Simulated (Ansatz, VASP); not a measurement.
One calculation of WS2, two programs

Contents of INCAR:

```
  PREC = Accurate
  ENCUT = 520
  EDIFF = 1E-6
  ISMEAR = -1
  SIGMA = 0.03
  LREAL = False
  LASPH = True
  NELM = 100
  ALGO = Normal
  ISIF = 2
  LWAVE = False
  LCHARG = False
  GGA = PS
  NBANDS = 20
```

File KPOINTS:

```
regular mesh
0
Gamma
  15 15 15
```

POSCAR

```
WS2
1.0
    1.5790003843      0.9116362969      6.2249633000
   -1.5790003843      0.9116362969      6.2249633000
    0.0000000000     -1.8232725938      6.2249633000
W S
1 2
Direct
    0.0000000000      0.0000000000      0.0000000000
    0.7503000000      0.7503000000      0.7503000000
    0.5810000000      0.5810000000      0.5810000000
```

Input for Ansatz:

```yaml
crystal:
  lattice:
    - [1.5790003843, 0.9116362969, 6.2249633]
    - [-1.5790003843, 0.9116362969, 6.2249633]
    - [0.0, -1.8232725938, 6.2249633]
  atoms:
    - { symbol: W, position: [0.0, 0.0, 0.0] }
    - { symbol: S, position: [0.7503, 0.7503, 0.7503] }
    - { symbol: S, position: [0.581, 0.581, 0.581] }
kpoints:
  mp_grid: { grid: [15, 15, 15] }
  band_path:
    path:
      - [0.0, 0.0, 0.0]
      - [0.5, 0.5, 0.5]
      - [0.8190352321, 0.1809647679, 0.5]
      - [0.5, -0.1809647679, 0.1809647679]
      - [0.5, 0.0, 0.0]
      - [0.0, 0.0, 0.0]
      - [0.3404823839, -0.3404823839, 0.0]
      - [0.6595176161, 0.0, 0.3404823839]
      - [0.5, 0.0, 0.5]
    npoints: 5
scf:
  occupations: { method: fermi_dirac, width: 0.03 }
hamiltonian:
  xc: pbesol
  pseudopotentials: { kind: all_electron, lapw: { basis_error: 0.001 } }
output:
  forces: true
  stress: true
  eigenvalues: true
```

Change from the starting cell: zz strain of +1 %.

Alike in both runs: task single point; functional PBEsol; k mesh 15 × 15 × 15; occupations fermi-dirac, width 0.03 eV; no spin polarisation.

|  | VASP | Ansatz |
| --- | --- | --- |
| version | VASP 6.6.1 | Ansatz 0.2.0 |
| potentials or method | VASP PAW PBE potentials, release 64 (W_sv, S), cutoff 520 eV | all-electron LAPW, scalar-relativistic |

```csv
,VASP,Ansatz,Ansatz less VASP
pressure (GPa),-2.2,-2.3,-0.06
"traceless stress, the component that is largest in VASP (GPa)",-0.58,-0.62,-0.042
rms of the force components (eV/Å),0.291,0.295,+0.0040
```

VASP's potentials were made for PBE, not for PBEsol. Atom by atom the forces differ by 0.008 eV/Å (rms over components). Ansatz ran all-electron here, and VASP with PAW potentials.

Spin-orbit coupling is off throughout.
